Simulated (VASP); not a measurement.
Input of a VASP 6.6.1 run:

INCAR

```
SYSTEM = MoS2
  ALGO = Normal
  EDIFF = 1E-7
  EDIFFG = -0.01
  ENCUT = 600
  GGA = PE
  IBRION = 2
  ISIF = 3
  ISMEAR = -1
  LASPH = .TRUE.
  LCHARG = .FALSE.
  LREAL = .FALSE.
  LWAVE = .FALSE.
  NELM = 100
  NSW = 80
  PREC = Accurate
  SIGMA = 0.05
```

File KPOINTS:

```
k-points
0
G
  6 6 5
  0 0 0
```

Contents of POSCAR:

```
MoS2
1.0
    3.1479925200     -1.9297820300      0.0000000000
    3.1479925200      1.9297820300      0.0000000000
   -0.0030992400      0.0000000000      4.4393295900
Mo S
1 2
Direct
    0.0000000000      0.0000000000      0.0000000000
    0.6879000000      0.6879000000      0.2889000000
    0.3121000000      0.3121000000      0.7111000000
```

Potentials or basis: VASP PAW PBE potentials, release 64 (Mo_sv, S).

Command:

```console
$ cat potpaw_PBE.64/Mo_sv/POTCAR potpaw_PBE.64/S/POTCAR > POTCAR
$ mpirun -np 1 vasp_std > vasp.out
```

Q: Predict the band gap on the k mesh.

A: Zero (bands 13 and 14 overlap by 0.96 eV).

Q: Estimate the relaxed cell.

A: a = 3.204 Å, b = 3.204 Å, c = 6.574 Å, α = 90.54°, β = 90.54°, γ = 60.05°.

Q: Predict the relaxed volume.

A: 19.49 Å³/atom.

Final structure:
```yaml
crystal:
  lattice:
    - [2.77304, -1.60300, -0.06150]
    - [2.77304, 1.60300, -0.06150]
    - [0.07426, 0.00000, 6.57372]
  atoms:
    - { symbol: Mo, position: [0.00000, 0.00000, 0.00000] }
    - { symbol: S, position: [0.66965, 0.66965, 0.23924] }
    - { symbol: S, position: [0.33035, 0.33035, 0.76076] }
```

Caveat: a cell axis changed by over 15 % at a fixed basis, so the end point is rough; this functional lacks dispersion, which binds the layers, so the pressure and a relaxed spacing across them are unreliable.
